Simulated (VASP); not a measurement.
# Co (P6_3/mmc) in VASP: a series of runs, part 2 of 2

VASP 6.6.1.

### Step 3. Single point, PBEsol, collinear spin, ferromagnetic start

This run uses another cell than the first one, of the same volume but with other edges.

INCAR

```
  ALGO = Fast
  EDIFF = 1E-6
  ENCUT = 520
  GGA = PS
  ISIF = 2
  ISMEAR = 0
  ISPIN = 2
  LASPH = True
  LCHARG = False
  LMAXMIX = 4
  LORBIT = 11
  LREAL = False
  LWAVE = False
  MAGMOM = 1.8 1.8
  NBANDS = 20
  NELM = 150
  PREC = Accurate
  SIGMA = 0.15
```

KPOINTS

```
k-points
0
Gamma
  30 30 16
```

POSCAR

```
Co
1.0
    2.4900761080      0.0000000000      0.0000000000
   -1.2450380540      2.1564691669      0.0000000000
    0.0000000000      0.0000000000      3.8628440640
Co
2
Direct
    0.3333333333      0.6666666667      0.2500000000
    0.6666666667      0.3333333333      0.7500000000
```

Potentials or basis: VASP PAW PBE potentials, release 64 (Co).

Run with:

```
cat potpaw_PBE.64/Co/POTCAR > POTCAR
mpirun -np 1 vasp_std > vasp.out
```

OUTCAR:

```text
EDIFF = 1E-6
   ENCUT = 520
   GGA = PS
   ISIF = 2
   ISMEAR = 0
   ISPIN = 2
   LASPH = True
   LORBIT = 11
   LREAL = False
   NELM = 150
   PREC = Accurate

 ion  position               nearest neighbor table
   1  0.333  0.667  0.250-   2 2.41   2 2.41   2 2.41   2 2.41   2 2.41   2 2.41
   2  0.667  0.333  0.750-   1 2.41   1 2.41   1 2.41   1 2.41   1 2.41   1 2.41

  LATTYP: Found a hexagonal cell.
 ALAT       =     2.4900761080
 C/A-ratio  =     1.5512955815

  Lattice vectors:

 A1 = (   2.4900761080,   0.0000000000,   0.0000000000)
 A2 = (  -1.2450380540,   2.1564691669,   0.0000000000)
 A3 = (   0.0000000000,   0.0000000000,   3.8628440640)

Analysis of symmetry for initial positions (statically):
=====================================================================
 Subroutine PRICEL returns:
 Original cell was already a primitive cell.

 Routine SETGRP: Setting up the symmetry group for a
 hexagonal supercell.

 Subroutine GETGRP returns: Found 24 space group operations
 (whereof 12 operations were pure point group operations)
 out of a pool of 24 trial point group operations.

The static configuration has the point symmetry D_3d.
 The point group associated with its full space group is D_6h.

Analysis of symmetry for dynamics (positions and initial velocities):
=====================================================================
 Subroutine PRICEL returns:
 Original cell was already a primitive cell.

 Routine SETGRP: Setting up the symmetry group for a
 hexagonal supercell.

 Subroutine GETGRP returns: Found 24 space group operations
 (whereof 12 operations were pure point group operations)
 out of a pool of 24 trial point group operations.

The dynamic configuration has the point symmetry D_3d.
 The point group associated with its full space group is D_6h.

Analysis of structural, dynamic, and magnetic symmetry:
=====================================================================
 Subroutine PRICEL returns:
 Original cell was already a primitive cell.

 Routine SETGRP: Setting up the symmetry group for a
 hexagonal supercell.

 Subroutine GETGRP returns: Found 24 space group operations
 (whereof 12 operations were pure point group operations)
 out of a pool of 24 trial point group operations.

The overall configuration has the point symmetry D_3d.
 The point group associated with its full space group is D_6h.

 Subroutine INISYM returns: Found 24 space group operations
 (whereof 12 operations are pure point group operations),
 and found     1 'primitive' translations

----------------------------------------------------------------------------------------

                                     Primitive cell

  volume of cell :      20.7426

  direct lattice vectors                    reciprocal lattice vectors
     2.490076108  0.000000000  0.000000000     0.401594151  0.231860491  0.000000000
    -1.245038054  2.156469167  0.000000000     0.000000000  0.463720982  0.000000000
     0.000000000  0.000000000  3.862844064     0.000000000  0.000000000  0.258876616

  length of vectors
     2.490076108  2.490076108  3.862844064     0.463720982  0.463720982  0.258876616

  position of ions in fractional coordinates (direct lattice)
[... 71 lines left out ...]
   ISTART =      0    job   : 0-new  1-cont  2-samecut
   ICHARG =      2    charge: 1-file 2-atom 10-const
   ISPIN  =      2    spin polarized calculation?
   LNONCOLLINEAR =      F non collinear calculations
   LSORBIT =      F    spin-orbit coupling
   LASPH  =      T    aspherical Exc in radial PAW
   ENCUT  =  520.0 eV  38.22 Ry    6.18 a.u.   4.63  4.63  7.18*2*pi/ulx,y,z
   NELM   =    150;   NELMIN=  2; NELMDL= -5     # of ELM steps
   EDIFF  = 0.1E-05   stopping-criterion for ELM
   LREAL  =      F    real-space projection
   EDIFFG = 0.1E-04   stopping-criterion for IOM
   NSW    =      0    number of steps for IOM
   IBRION =     -1    ionic relax: 0-MD 1-quasi-New 2-CG
   NFREE  =      0    steps in history (QN), initial steepest desc. (CG)
   ISIF   =      2    stress and relaxation
[... 14 lines left out ...]
  volume/ion in A,a.u.               =      10.37        69.99
  Fermi-wavevector in a.u.,A,eV,Ry     =   1.561510  2.950825 33.175250  2.438312
  Thomas-Fermi vector in A             =   2.664564
   LORBIT       =     11    0 simple, 1 ext, 2 COOP (PROOUT), +10 PAW based schemes
   GGA     = PS    functional components
   LHFCALC =     F    Hartree Fock is set to
   AEXX    =    0.0000 exact exchange contribution
   IVDW    =     0    specifies the selected vdW correction
   LEPSILON=     F    determine dielectric tensor
   LRPA    =     F    only Hartree local field effects (RPA)
 spin polarized calculation
 RMM-DIIS sequential band-by-band and
 Gauss-broadening in eV      SIGMA  =   0.15
  energy-cutoff  :      520.00
  volume of cell :       20.74
 maximum number of plane-waves:       573
 NGX is ok and might be reduce to    20

 number of electron      18.0000003 magnetization       3.1080003

 Free energy of the ion-electron system (eV)
  ---------------------------------------------------
  ext. energy  EPLUGINS =         0.00000000
  ---------------------------------------------------
  free energy    TOTEN  =       -15.45957537 eV

  energy without entropy =      -15.44159752  energy(sigma->0) =      -15.45058644

 E-fermi :  10.6991     XC(G=0): -13.8453

 val. band max:       10.6979306051   @ k =   0.3333   0.2000   0.4375
 cond. band min:      10.7012623945   @ k =   0.3000   0.1000   0.3750
 fundamental gap:      0.0033317893
 Fermi energy:        10.6991495958

 spin component 1

 k-point     1 :       0.0000    0.0000    0.0000
  band No.  band energies     occupation
      1       1.4865      1.00000
      2       5.3932      1.00000
      3       8.0732      1.00000
      4       8.0732      1.00000
      5       8.2916      1.00000
      6       8.4653      1.00000
[... 541 lines left out ...]
     19      34.9966      0.00000
     20      38.2099      0.00000

 [... further k-points ...]

 spin component 2

 k-point     1 :       0.0000    0.0000    0.0000
  band No.  band energies     occupation
      1       1.5477      1.00000
      2       6.3554      1.00000
      3       9.6417      1.00000
      4       9.6417      1.00000
      5       9.9012      1.00000
      6      10.0948      1.00000
[... 541 lines left out ...]
     19      35.2945      0.00000
     20      38.5534      0.00000

 [... further k-points ...]

------------------------ aborting loop because EDIFF is reached ----------------------------------------

  FORCE on cell =-STRESS in cart. coord.  units (eV):
  Direction    XX          YY          ZZ          XY          YZ          ZX
  --------------------------------------------------------------------------------------
  -------------------------------------------------------------------------------------
  Total       -0.6361811     -0.6361811      1.0569449      0.0000000      0.0000000      0.0000000
  in kB      -49.1392231    -49.1392231     81.6394167      0.0000000      0.0000000      0.0000000
  external PRESSURE =      -5.5463432 kB  Pullay stress =       0.0000000 kB

 VOLUME and BASIS-vectors are now :
 -----------------------------------------------------------------------------
  energy-cutoff  :      520.00
  volume of cell :       20.74
      direct lattice vectors                 reciprocal lattice vectors
     2.490076108  0.000000000  0.000000000     0.401594151  0.231860491  0.000000000
    -1.245038054  2.156469167  0.000000000     0.000000000  0.463720982  0.000000000
     0.000000000  0.000000000  3.862844064     0.000000000  0.000000000  0.258876616

 POSITION                                       TOTAL-FORCE (eV/Angst)
 -----------------------------------------------------------------------------------
     -0.00000      1.43765      0.96571         0.000000     -0.000000      0.000000
      1.24504      0.71882      2.89713        -0.000000      0.000000      0.000000
 -----------------------------------------------------------------------------------
    total drift:                               -0.000000      0.000000     -0.000000

  FREE ENERGIE OF THE ION-ELECTRON SYSTEM (eV)
  ---------------------------------------------------
  free  energy   TOTEN  =       -15.4595753722 eV

  energy  without entropy=      -15.4415975157  energy(sigma->0) =      -15.45058644

 total charge

# of ion       s       p       d       tot
------------------------------------------
    1        0.508   0.565   7.294   8.367
    2        0.508   0.565   7.294   8.367
--------------------------------------------------
tot          1.017   1.129  14.589  16.735

 magnetization (x)

# of ion       s       p       d       tot
------------------------------------------
    1       -0.016  -0.053   1.630   1.561
    2       -0.016  -0.053   1.630   1.561
--------------------------------------------------
tot         -0.031  -0.105   3.259   3.123
```

OSZICAR:

```text
N       E                     dE             d eps       ncg     rms          rms(c)
DAV:   1     0.833870968427E+02    0.83387E+02   -0.78861E+03 69520   0.120E+03
DAV:   2    -0.133295472240E+02   -0.96717E+02   -0.86988E+02 66576   0.218E+02
DAV:   3    -0.178933023290E+02   -0.45638E+01   -0.43740E+01 74188   0.568E+01
DAV:   4    -0.179619115978E+02   -0.68609E-01   -0.68555E-01 80072   0.616E+00
DAV:   5    -0.179638806883E+02   -0.19691E-02   -0.19690E-02 75880   0.994E-01    0.165E+01
RMM:   6    -0.158897758714E+02    0.20741E+01   -0.77463E+00 78460   0.298E+01    0.757E+00
RMM:   7    -0.155139687239E+02    0.37581E+00   -0.82186E-01 77857   0.103E+01    0.435E+00
RMM:   8    -0.154754349069E+02    0.38534E-01   -0.28206E-02 91868   0.100E+00    0.185E+00
RMM:   9    -0.154601273647E+02    0.15308E-01   -0.85350E-03 97571   0.454E-01    0.541E-01
RMM:  10    -0.154596970028E+02    0.43036E-03   -0.13052E-03 91997   0.321E-01    0.180E-01
RMM:  11    -0.154595835443E+02    0.11346E-03   -0.53710E-04104272   0.123E-01    0.578E-02
RMM:  12    -0.154595775252E+02    0.60191E-05   -0.68467E-05 95033   0.529E-02    0.402E-02
RMM:  13    -0.154595784191E+02   -0.89392E-06   -0.17385E-05 97124   0.368E-02    0.121E-02
RMM:  14    -0.154595752770E+02    0.31421E-05   -0.51239E-06 87344   0.186E-02    0.287E-03
RMM:  15    -0.154595753722E+02   -0.95197E-07   -0.16060E-06 53077   0.718E-03
   1 F= -.15459575E+02 E0= -.15450586E+02  d E =-.179779E-01  mag=     3.1081
```

stdout:

```text
POSCAR found type information on POSCAR Co
 POSCAR found :  1 types and       2 ions
 scaLAPACK will be used
 -----------------------------------------------------------------------------
|                                                                             |
|                                                                             |
|     You enforced a specific xc type in the INCAR file but a different       |
|     I HOPE YOU KNOW WHAT YOU ARE DOING!                                     |
|                                                                             |
 -----------------------------------------------------------------------------

 LDA part: xc-table for (Slater+PW92), standard interpolation
 POSCAR, INCAR and KPOINTS ok, starting setup
 FFT: planning ... GRIDC
 FFT: planning ... GRID_SOFT
 FFT: planning ... GRID
 WAVECAR not read
 entering main loop
WARNING in EDDRMM: call to ZHEGV failed, returncode =   6  3     20
WARNING in EDDRMM: call to ZHEGV failed, returncode =   8  4     19
WARNING in EDDRMM: call to ZHEGV failed, returncode =   6  3     20
WARNING in EDDRMM: call to ZHEGV failed, returncode =   8  4     18
WARNING in EDDRMM: call to ZHEGV failed, returncode =   8  4     18
WARNING in EDDRMM: call to ZHEGV failed, returncode =   8  4     17
WARNING in EDDRMM: call to ZHEGV failed, returncode =   6  3     18
WARNING in EDDRMM: call to ZHEGV failed, returncode =   8  4     18
WARNING in EDDRMM: call to ZHEGV failed, returncode =   8  4     19
WARNING in EDDRMM: call to ZHEGV failed, returncode =   8  4     19
WARNING in EDDRMM: call to ZHEGV failed, returncode =   8  4     19
WARNING in EDDRMM: call to ZHEGV failed, returncode =   8  4     19
WARNING in EDDRMM: call to ZHEGV failed, returncode =   8  4     18
```

Run time: 10 min. Hardware: 1 thread of AMD EPYC 7R43 (Zen 3), shared host; peak memory 0.48 GiB.

Results:

```
Free energy                                           : -15.4596 eV
Pressure                                              : -0.6 GPa
Net moment                                            : 3.11 μB per cell
Site moments                                          : Co +1.56 μB
Valence electrons inside the program's atomic spheres : Co 8.37
```

Stress tensor (GPa, compression positive):
```
-4.91  0.00  0.00
 0.00 -4.91  0.00
 0.00  0.00  8.16
```

Levels at points of the mesh, in eV from the Fermi level:
Spin up:
| k point | band 8 | band 9 | band 10 | band 11 | band 12 | band 13 |
| --- | --- | --- | --- | --- | --- | --- |
| (0.00, 0.00, 0.00) | -2.03 | -2.03 | -0.66 | -0.66 | 0.37 | 7.41 |
| (0.50, 0.00, 0.00) | -0.68 | -0.47 | -0.35 | 1.36 | 3.40 | 10.34 |
| (0.00, 0.00, 0.50) | -2.75 | -1.00 | -1.00 | -1.00 | -1.00 | 16.63 |
| (0.50, 0.00, 0.50) | -1.00 | -0.55 | -0.55 | 1.62 | 1.62 | 7.59 |
Spin down:
```csv
k point,band 5,band 6,band 7,band 8,band 9,band 10
"(0.00, 0.00, 0.00)",-0.80,-0.60,-0.60,-0.38,-0.38,0.39
"(0.50, 0.00, 0.00)",-1.40,-0.97,-0.49,1.13,1.35,1.47
"(0.00, 0.00, 0.50)",-1.19,-1.19,-1.19,-1.19,0.76,0.76
"(0.50, 0.00, 0.50)",-0.18,-0.18,0.24,0.24,1.27,1.27
```

Caveat: the PAW data sets were made with another functional, which shifts forces and pressure a little.

### Step 4. Single point, PBEsol, collinear spin, ferromagnetic start

This run uses another cell than the first one, of the same volume but with other edges.

INCAR

```
SYSTEM = Co
PREC     = Accurate       ! precision mode
ENCUT    = 520            ! plane-wave cutoff, eV
EDIFF    = 1E-6           ! SCF threshold, eV
ISMEAR   = 0              ! smearing method
SIGMA    = 0.15           ! smearing width, eV
LREAL    = .False.        ! projectors in reciprocal space
LASPH    = .True.         ! aspherical terms in the spheres
NELM     = 150            ! most SCF steps
ALGO     = Normal         ! electronic algorithm
ISIF     = 2              ! what is computed and relaxed
LWAVE    = .False.        ! write WAVECAR
LCHARG   = .False.        ! write CHGCAR
ISPIN    = 2              ! spin polarisation
MAGMOM   = 1.8 1.8        ! initial moments
LORBIT   = 11             ! projections on sites
LMAXMIX  = 4              ! l up to which the mixer works
GGA      = PS             ! functional
NBANDS   = 20             ! bands
```

KPOINTS

```
regular mesh
0
Gamma
  30 30 16
  0 0 0
```

POSCAR

```
Co
1.0
    2.3115818915      0.0000000000      0.0000000000
   -1.1557909458      2.0018886410      0.0000000000
    0.0000000000      0.0000000000      4.4824334684
Co
2
Direct
    0.3333333333      0.6666666667      0.2500000000
    0.6666666667      0.3333333333      0.7500000000
```

Run with:

```
cat potpaw_PBE.64/Co/POTCAR > POTCAR
mpirun -np 1 vasp_std > vasp.out
```

Run time: 9.9 min. Hardware: 1 thread of Oxide Virtual Turin-like, shared host; peak memory 0.49 GiB.

The run converged. Its results:

| Property | Result |
| --- | --- |
| Free energy | -15.0141 eV |
| Pressure | 9.3 GPa |
| Net moment | 3.21 μB per cell |
| Site moments | Co +1.61 μB |
| Valence electrons inside the program's atomic spheres | Co 8.42 |

Stress tensor (GPa, compression positive):
```
 28.74   0.00   0.00
  0.00  28.74   0.00
  0.00   0.00 -29.71
```

Levels at points of the mesh, in eV from the Fermi level:
Spin up:
```tsv
k point	band 6	band 7	band 8	band 9	band 10	band 11	band 12	band 13	band 14	band 15
(0.00, 0.00, 0.00)	-2.56	-2.56	-2.07	-1.48	-1.48	-0.92	-0.92	4.08	19.61	24.73
(0.50, 0.00, 0.00)	-2.30	-2.12	-1.01	-0.14	-0.09	1.68	3.92	8.91	9.92	12.02
(0.00, 0.00, 0.50)	-2.68	-2.68	-2.68	-1.15	-1.15	-1.15	-1.15	10.88	10.88	25.31
(0.50, 0.00, 0.50)	-1.69	-1.19	-1.19	-0.11	-0.11	1.77	1.77	8.13	8.13	16.83
```
Spin down:
```tsv
k point	band 6	band 7	band 8	band 9	band 10	band 11
(0.00, 0.00, 0.00)	-1.17	-1.00	-1.00	0.44	0.44	1.06
(0.50, 0.00, 0.00)	-1.23	-0.50	0.97	1.63	1.69	2.67
(0.00, 0.00, 0.50)	-1.13	-1.13	-1.13	0.80	0.80	0.80
(0.50, 0.00, 0.50)	0.18	0.27	0.27	1.66	1.66	2.22
```

Caveat: the cell stands under pressure; the PAW data sets were made with another functional, which shifts forces and pressure a little.

### Step 5. Single point, PBEsol, collinear spin, ferromagnetic start

This run uses another cell than the first one, of the same volume but with other edges.

INCAR

```
  ALGO = Normal
  EDIFF = 1E-7
  ENCUT = 520
  GGA = PS
  ISIF = 2
  ISMEAR = 0
  ISPIN = 2
  LASPH = True
  LCHARG = False
  LMAXMIX = 4
  LORBIT = 11
  LREAL = False
  LWAVE = False
  MAGMOM = 1.8 1.8
  NBANDS = 20
  NELM = 150
  PREC = Accurate
  SIGMA = 0.15
```

KPOINTS

```
k-points
0
Gamma
  30 30 16
```

POSCAR

```
Co
1.0
    2.4167956614      0.0000000000      0.0000000000
   -1.2083978307      2.0930064385      0.0000000000
    0.0000000000      0.0000000000      4.1006485964
Co
2
Direct
    0.3333333333      0.6666666667      0.2500000000
    0.6666666667      0.3333333333      0.7500000000
```

Run with:

```
cat potpaw_PBE.64/Co/POTCAR > POTCAR
mpirun -np 1 vasp_std > vasp.out
```

Wall time 9.8 min (1 thread of Oxide Virtual Turin-like, shared host); peak memory 0.5 GiB.

The run converged. Its results:

```
Free energy                                           : -15.4484 eV
Pressure                                              : -0.1 GPa
Net moment                                            : 3.16 μB per cell
Site moments                                          : Co +1.59 μB
Valence electrons inside the program's atomic spheres : Co 8.37
```

Stress tensor (GPa, compression positive):
```
  5.33   0.00   0.00
  0.00   5.33   0.00
  0.00   0.00 -10.89
```

Levels at points of the mesh, in eV from the Fermi level:
Spin up:
```csv
k point,band 7,band 8,band 9,band 10,band 11,band 12,band 13,band 14,band 15,band 16
"(0.00, 0.00, 0.00)",-2.34,-1.78,-1.78,-0.78,-0.78,-0.72,6.02,22.93,24.38,25.90
"(0.50, 0.00, 0.00)",-2.34,-0.62,-0.46,-0.34,1.51,3.68,9.66,10.41,12.81,14.22
"(0.00, 0.00, 0.50)",-2.65,-2.65,-1.10,-1.10,-1.10,-1.10,14.23,14.23,23.63,23.63
"(0.50, 0.00, 0.50)",-1.03,-1.03,-0.39,-0.39,1.66,1.66,7.76,7.76,19.15,19.15
```
Spin down:
| k point | band 4 | band 5 | band 6 | band 7 | band 8 | band 9 | band 10 | band 11 |
| --- | --- | --- | --- | --- | --- | --- | --- | --- |
| (0.00, 0.00, 0.00) | -1.05 | -1.05 | -0.73 | -0.73 | -0.69 | -0.01 | -0.01 | 1.08 |
| (0.50, 0.00, 0.00) | -1.74 | -1.29 | -1.01 | -0.87 | 1.27 | 1.35 | 1.49 | 2.70 |
| (0.00, 0.00, 0.50) | -1.88 | -1.07 | -1.07 | -1.07 | -1.07 | 0.73 | 0.73 | 0.73 |
| (0.50, 0.00, 0.50) | -2.68 | 0.00 | 0.00 | 0.27 | 0.27 | 1.43 | 1.43 | 2.29 |

Caveat: the PAW data sets were made with another functional, which shifts forces and pressure a little.

### Step 6. Summary

| cell | gap on the mesh (eV) | pressure (GPa) | moment (μB) |
| --- | --- | --- | --- |
| a = 2.526, b = 2.526, c = 3.755 Å, angles 90.0, 90.0, 120.0°, 2 atoms | none | 0.8 | 3.09 |
| a = 2.490, b = 2.490, c = 3.863 Å, angles 90.0, 90.0, 120.0°, 2 atoms | none | -0.6 | 3.11 |
| a = 2.312, b = 2.312, c = 4.482 Å, angles 90.0, 90.0, 120.0°, 2 atoms | none | 9.3 | 3.21 |
| a = 2.417, b = 2.417, c = 4.101 Å, angles 90.0, 90.0, 120.0°, 2 atoms | none | -0.1 | 3.16 |

Alike in all rows: task single point; level PBEsol; potentials or basis VASP PAW PBE potentials, release 64 (Co); spin collinear, ferromagnetic start; k mesh 30 × 30 × 16; cutoff (eV) 520; smearing gaussian 0.15 eV.

Caveats: the PAW data sets were made with another functional, which shifts forces and pressure a little; the cell stands under pressure (at least some runs).

Total energies depend on the potentials used, so only differences within one code and one set of settings carry meaning.
